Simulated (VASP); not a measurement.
# In3GaSbN (P-6m2) in VASP: a series of runs

In3GaSbN is run at these levels: PBE; tasks: single point, relaxation of cell and atoms.

Program: VASP 6.6.1. These are calculated values, not measurements. Logs are shortened: lines on timing, memory, paths and dates and some standing lists are left out, and cuts for length are marked.

**1. The cell of the first run**

It takes space group P-6m2 (No. 187, hexagonal). The conventional cell has a = 4.731 Å, b = 4.731 Å, c = 11.434 Å, α = 90.00°, β = 90.00°, γ = 120.00°. In (site symmetry 3m) has 1 Ga at 2.80 Å and 1 In at 2.92 Å within 3.7 Å. In (site symmetry -6m2) has 3 N at 2.73 Å and 3 Sb at 2.73 Å and 2 In at 2.92 Å within 3.6 Å. Ga (site symmetry -6m2) has 2 In at 2.80 Å within 3.7 Å. Sb (site symmetry -6m2) has 3 In at 2.73 Å and 3 N at 2.73 Å within 3.6 Å. N (site symmetry -6m2) has 3 In at 2.73 Å and 3 Sb at 2.73 Å within 3.6 Å.

The cell was built from a structure type or drawn by symmetry, and may not be a known phase.

**2. Single point, PBE**

INCAR reads:

```
PREC = Accurate
ENCUT = 520
EDIFF = 1E-7
ISMEAR = 0
SIGMA = 0.1
LREAL = F
LASPH = T
NELM = 80
ALGO = Normal
ISIF = 2
LWAVE = F
LCHARG = F
GGA = PE
NBANDS = 40
```

KPOINTS reads:

```
Automatic mesh
0
Gamma
  6 6 2
```

POSCAR reads:

```
In3GaSbN
1.0
    4.7305507241      0.0000000000      0.0000000000
   -2.3652753621      4.0967771010      0.0000000000
    0.0000000000      0.0000000000     11.4343838586
In Ga Sb N
3 1 1 1
Direct
    0.6666666667      0.3333333333      0.2552269583
    0.6666666667      0.3333333333      0.7447730417
    0.6666666667      0.3333333333      0.0000000000
    0.6666666667      0.3333333333      0.5000000000
    0.0000000000      0.0000000000      0.0000000000
    0.3333333333      0.6666666667      0.0000000000
```

Potentials or basis: VASP PAW PBE potentials, release 64 (In_d, Ga_d, Sb, N).

On the command line:

```console
> cat potpaw_PBE.64/In_d/POTCAR potpaw_PBE.64/Ga_d/POTCAR potpaw_PBE.64/Sb/POTCAR potpaw_PBE.64/N/POTCAR > POTCAR
> mpirun -np 1 vasp_std > vasp.out
```

OUTCAR:

```text
PREC = Accurate
   ENCUT = 520
   EDIFF = 1E-7
   ISMEAR = 0
   LREAL = F
   LASPH = T
   NELM = 80
   ISIF = 2
   GGA = PE

 ion  position               nearest neighbor table
   1  0.667  0.333  0.255-   4 2.80   3 2.92
   2  0.667  0.333  0.745-   4 2.80   3 2.92
   3  0.667  0.333  0.000-   6 2.73   5 2.73   6 2.73   5 2.73   5 2.73   6 2.73   1 2.92   2 2.92

   4  0.667  0.333  0.500-   1 2.80   2 2.80
   5  0.000  0.000  0.000-   3 2.73   6 2.73   3 2.73   6 2.73   3 2.73   6 2.73
   6  0.333  0.667  0.000-   3 2.73   5 2.73   3 2.73   5 2.73   5 2.73   3 2.73

  LATTYP: Found a hexagonal cell.
 ALAT       =     4.7305507241
 C/A-ratio  =     2.4171358739

  Lattice vectors:

 A1 = (   4.7305507241,   0.0000000000,   0.0000000000)
 A2 = (  -2.3652753621,   4.0967771010,   0.0000000000)
 A3 = (   0.0000000000,   0.0000000000,  11.4343838586)

Analysis of symmetry for initial positions (statically):
=====================================================================
 Subroutine PRICEL returns:
 Original cell was already a primitive cell.

 Routine SETGRP: Setting up the symmetry group for a
 hexagonal supercell.

 Subroutine GETGRP returns: Found 12 space group operations
 (whereof 12 operations were pure point group operations)
 out of a pool of 24 trial point group operations.

The static configuration has the point symmetry D_3h.

Analysis of symmetry for dynamics (positions and initial velocities):
=====================================================================
 Subroutine PRICEL returns:
 Original cell was already a primitive cell.

 Routine SETGRP: Setting up the symmetry group for a
 hexagonal supercell.

 Subroutine GETGRP returns: Found 12 space group operations
 (whereof 12 operations were pure point group operations)
 out of a pool of 24 trial point group operations.

The dynamic configuration has the point symmetry D_3h.

 Subroutine INISYM returns: Found 12 space group operations
 (whereof 12 operations are pure point group operations),
 and found     1 'primitive' translations

----------------------------------------------------------------------------------------

                                     Primitive cell

  volume of cell :     221.5985

  direct lattice vectors                    reciprocal lattice vectors
[... 85 lines left out ...]
   LREAL  =      F    real-space projection
   EDIFFG = 0.1E-05   stopping-criterion for IOM
   NSW    =      0    number of steps for IOM
   IBRION =     -1    ionic relax: 0-MD 1-quasi-New 2-CG
   NFREE  =      0    steps in history (QN), initial steepest desc. (CG)
   ISIF   =      2    stress and relaxation
   ISYM   =      2    0-nonsym 1-usesym 2-fastsym
   POTIM  = 0.5000    time-step for ionic-motion
   TEBEG  =    0.0;   TEEND  =   0.0 temperature during run
   PSTRESS=    0.0 pullay stress
   NELECT =      62.0000    total number of electrons
   NUPDOWN=      -1.0000    fix difference up-down
   EMIN   =  10.00;   EMAX   =-10.00  energy-range for DOS
   EFERMI =   0.00;   METHOD = LEGACY
   ISMEAR =     0;   SIGMA  =   0.10  broadening in eV -4-tet -1-fermi 0-gaus
   EFERMI_NEDOS =   21; number of points for ismear=-14 and -15
   IALGO  =     38    algorithm
   IMIX   =      4    mixing-type and parameters
     AMIX     =   0.40;   BMIX     =  1.00
     AMIX_MAG =   1.60;   BMIX_MAG =  1.00
  volume/ion in A,a.u.               =      36.93       249.24
  Fermi-wavevector in a.u.,A,eV,Ry     =   1.070738  2.023401 15.598799  1.146479
  Thomas-Fermi vector in A             =   2.206457
   LORBIT       =      0    0 simple, 1 ext, 2 COOP (PROOUT), +10 PAW based schemes
   GGA     = PE    functional components
   LHFCALC =     F    Hartree Fock is set to
   AEXX    =    0.0000 exact exchange contribution
   IVDW    =     0    specifies the selected vdW correction
   LEPSILON=     F    determine dielectric tensor
   LRPA    =     F    only Hartree local field effects (RPA)
 non-spin polarized calculation
 Gauss-broadening in eV      SIGMA  =   0.10
  energy-cutoff  :      520.00
  volume of cell :      221.60
 maximum number of plane-waves:      5994
 NGX is ok and might be reduce to    36
   NGX = 17   NGY = 17   NGZ = 43

 number of electron      62.0000011 magnetization

 Free energy of the ion-electron system (eV)
  ---------------------------------------------------
  ext. energy  EPLUGINS =         0.00000000
  ---------------------------------------------------
  free energy    TOTEN  =       -16.37348555 eV

  energy without entropy =      -16.35329395  energy(sigma->0) =      -16.36338975

 E-fermi :   2.7788     XC(G=0):  -7.8054

 val. band max:        2.7718566755   @ k =   0.1667   0.1667   0.0000
 cond. band min:       2.7843718792   @ k =   0.5000   0.0000   0.5000
 fundamental gap:      0.0125152037
 Fermi energy:         2.7788145896

 k-point     1 :       0.0000    0.0000    0.0000
  band No.  band energies     occupation
      1     -12.5646      2.00000
      2     -12.4271      2.00000
      3     -12.4271      2.00000
      4     -12.4149      2.00000
      5     -12.4148      2.00000
      6     -12.2451      2.00000
[... 591 lines left out ...]
     39       5.9481      0.00000
     40       7.2066      0.00000

------------------------ aborting loop because EDIFF is reached ----------------------------------------

  FORCE on cell =-STRESS in cart. coord.  units (eV):
  Direction    XX          YY          ZZ          XY          YZ          ZX
  --------------------------------------------------------------------------------------
  -------------------------------------------------------------------------------------
  Total       -0.1591607     -0.1591607     -0.0766459      0.0000000      0.0000000      0.0000000
  in kB       -1.1507460     -1.1507460     -0.5541568      0.0000000      0.0000000      0.0000000
  external PRESSURE =      -0.9518830 kB  Pullay stress =       0.0000000 kB

 VOLUME and BASIS-vectors are now :
 -----------------------------------------------------------------------------
  energy-cutoff  :      520.00
  volume of cell :      221.60
      direct lattice vectors                 reciprocal lattice vectors
     4.730550724  0.000000000  0.000000000     0.211391878  0.122047157  0.000000000
    -2.365275362  4.096777101  0.000000000     0.000000000  0.244094315  0.000000000
     0.000000000  0.000000000 11.434383859     0.000000000  0.000000000  0.087455521

 POSITION                                       TOTAL-FORCE (eV/Angst)
 -----------------------------------------------------------------------------------
      2.36528      1.36559      2.91836         0.000000      0.000000     -0.004852
      2.36528      1.36559      8.51602         0.000000      0.000000      0.004852
      2.36528      1.36559      0.00000         0.000000      0.000000      0.000000
      2.36528      1.36559      5.71719         0.000000      0.000000      0.000000
      0.00000      0.00000      0.00000        -0.000000     -0.000000      0.000000
     -0.00000      2.73118      0.00000         0.000000      0.000000      0.000000
 -----------------------------------------------------------------------------------
    total drift:                               -0.000001      0.000000      0.000000

  FREE ENERGIE OF THE ION-ELECTRON SYSTEM (eV)
  ---------------------------------------------------
  free  energy   TOTEN  =       -16.3734855532 eV

  energy  without entropy=      -16.3532939532  energy(sigma->0) =      -16.36338975
```

OSZICAR:

```text
N       E                     dE             d eps       ncg     rms          rms(c)
DAV:   1     0.579582374252E+03    0.57958E+03   -0.28066E+04  1136   0.177E+03
DAV:   2     0.687146215273E+02   -0.51087E+03   -0.49669E+03  1144   0.482E+02
DAV:   3    -0.138732163313E+02   -0.82588E+02   -0.77752E+02  1456   0.187E+02
DAV:   4    -0.203655913420E+02   -0.64924E+01   -0.62456E+01  1264   0.493E+01
DAV:   5    -0.206572117699E+02   -0.29162E+00   -0.29147E+00  1600   0.111E+01    0.129E+01
DAV:   6    -0.248802995353E+02   -0.42231E+01   -0.87059E+01  1784   0.451E+01    0.189E+01
DAV:   7    -0.162771993823E+02    0.86031E+01   -0.89440E+00  1528   0.135E+01    0.456E+00
DAV:   8    -0.164083524433E+02   -0.13115E+00   -0.29461E+00  1368   0.696E+00    0.142E+00
DAV:   9    -0.163890300472E+02    0.19322E-01   -0.29364E-01  1496   0.278E+00    0.133E+00
DAV:  10    -0.163802150023E+02    0.88150E-02   -0.69181E-02  1560   0.140E+00    0.682E-01
DAV:  11    -0.163747419248E+02    0.54731E-02   -0.32417E-02  1448   0.732E-01    0.488E-01
DAV:  12    -0.163733850058E+02    0.13569E-02   -0.55482E-03  1368   0.423E-01    0.208E-01
DAV:  13    -0.163734315742E+02   -0.46568E-04   -0.11039E-03  1464   0.260E-01    0.552E-02
DAV:  14    -0.163734969314E+02   -0.65357E-04   -0.13194E-04  1840   0.890E-02    0.548E-02
DAV:  15    -0.163734874582E+02    0.94732E-05   -0.58275E-05  1336   0.566E-02    0.323E-02
DAV:  16    -0.163734854885E+02    0.19697E-05   -0.13667E-05  1544   0.237E-02    0.730E-03
DAV:  17    -0.163734855453E+02   -0.56857E-07   -0.26639E-06  1224   0.113E-02    0.355E-03
DAV:  18    -0.163734855532E+02   -0.78799E-08   -0.42614E-07  1280   0.663E-03
   1 F= -.16373486E+02 E0= -.16363390E+02  d E =-.201916E-01
```

stdout:

```text
POSCAR found type information on POSCAR InGaSbN
 POSCAR found :  4 types and       6 ions
 scaLAPACK will be used
 LDA part: xc-table for (Slater+PW92), standard interpolation
 POSCAR, INCAR and KPOINTS ok, starting setup
 FFT: planning ... GRIDC
 FFT: planning ... GRID_SOFT
 FFT: planning ... GRID
 WAVECAR not read
 entering main loop
```

Run time: 2.1 min. Hardware: 1 thread of Intel Xeon 6975P-C (Granite Rapids), shared host; peak memory 0.4 GiB.

What came out:

```yaml
Free_energy: -16.3735 eV
Pressure: -0.1 GPa
Largest_force: 0.005 eV/Å
Band_gap_on_the_k_mesh: zero (bands 31 and 32 overlap by 0.67 eV)
```

Forces on the atoms (eV/Å):
```
In   0.000  0.000 -0.005
In   0.000  0.000  0.005
In   0.000  0.000  0.000
Ga   0.000  0.000  0.000
Sb   0.000  0.000  0.000
N    0.000  0.000  0.000
```

Levels at points of the mesh, in eV from the Fermi level:
```
           k point  band 27  band 28  band 29  band 30  band 31  band 32  band 33  band 34  band 35  band 36
(0.00, 0.00, 0.00)    -2.42    -2.42    -1.21    -1.21    -0.92     0.04     1.48     1.98     1.98     2.99
(0.50, 0.00, 0.00)    -2.34    -1.98    -1.51    -1.01    -0.04     0.28     1.11     1.13     1.45     1.91
(0.00, 0.00, 0.50)    -2.42    -1.85    -1.47    -1.21    -1.21     0.73     1.03     1.88     1.88     2.54
(0.50, 0.00, 0.50)    -3.85    -2.03    -0.64    -0.28    -0.14     0.01     1.13     1.17     1.54     1.61
```

Caveat: semilocal functionals underestimate gaps, so a narrow gap can read as zero; spin-orbit coupling is left out, which moves the levels of the heavy elements.

[end of part 1 of 2]
